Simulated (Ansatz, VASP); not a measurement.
**Two plane-wave programs on AlN**

```
Al N
1.0
     3.10657    0.00000    0.00000
    -1.55328    2.69037    0.00000
     0.00000    0.00000    4.97807
Al N
2 2
Direct
  0.33333 0.66667 0.94692
  0.66667 0.33333 0.44692
  0.33333 0.66667 0.43508
  0.66667 0.33333 0.93508
```

Change from the starting cell: polar distortion scaled by 0.10.

Alike in both runs: task single point; functional r2SCAN; k mesh 9 × 9 × 6; no spin polarisation.

|  | VASP | Ansatz |
| --- | --- | --- |
| version | VASP 6.6.1 | Ansatz 0.2.0 |
| potentials or method | VASP PAW PBE potentials, release 64 (Al, N), cutoff 520 eV | scalar-relativistic, plane waves, PAW |
| occupations | gaussian, width 0.01 eV | fixed |
| valence electrons in the cell | 16 | 16 |

|  | VASP | Ansatz | Ansatz less VASP |
| --- | --- | --- | --- |
| gap on the k mesh at the Fermi level (eV) | 3.36 | 3.34 | -0.020 |
| least direct gap on the mesh (eV) | 3.36 | 3.34 | -0.020 |
| pressure (GPa) | 8.4 | 8.5 | +0.15 |
| traceless stress, the component that is largest in VASP (GPa) | -20.26 | -19.99 | +0.274 |
| rms of the force components (eV/Å) | 0.218 | 0.215 | -0.0030 |

VASP's potentials were made for PBE, not for r2SCAN. Atom by atom the forces differ by 0.003 eV/Å (rms over components).
